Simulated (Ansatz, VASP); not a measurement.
**One calculation of Se, two programs**

```xyz
3
Lattice="4.3662 0.0000 0.0000 -2.1831 3.7812 0.0000 0.0000 0.0000 4.9536" Properties=species:S:1:pos:R:3 pbc="T T T"
Se    1.6910    2.9289    0.0000
Se   -0.4921    0.8523    3.3024
Se    0.9841    0.0000    1.6512
```

Alike in both runs: task single point; functional PBE; k mesh 7 × 7 × 6; occupations gaussian, width 0.016 eV; no spin polarisation.

```csv
,VASP,Ansatz
version,VASP 6.6.1,Ansatz 0.2.0
potentials or method,"VASP PAW PBE potentials, release 64 (Se)",Ansatz PAW
plane-wave cutoff (eV),520,420
valence electrons in the cell,18,48
```

|  | VASP | Ansatz | Ansatz less VASP |
| --- | --- | --- | --- |
| gap on the k mesh at the Fermi level (eV) | 1.21 | 1.21 | 0.000 |
| least direct gap on the mesh (eV) | 1.47 | 1.48 | +0.012 |
| pressure (GPa) | 2.9 | 2.8 | -0.13 |
| traceless stress, the component that is largest in VASP (GPa) | 1.22 | 1.18 | -0.047 |
| rms of the force components (eV/Å) | 0.251 | 0.232 | -0.0189 |

Atom by atom the forces differ by 0.019 eV/Å (rms over components). VASP's potentials hold 18 valence electrons a cell and Ansatz's 48, so a difference there can come from the potentials and not from the codes.

Noted on Ansatz's run: odd divisions of the mesh miss points on the zone boundary, where band edges often lie, so the gap on the mesh can be too wide.
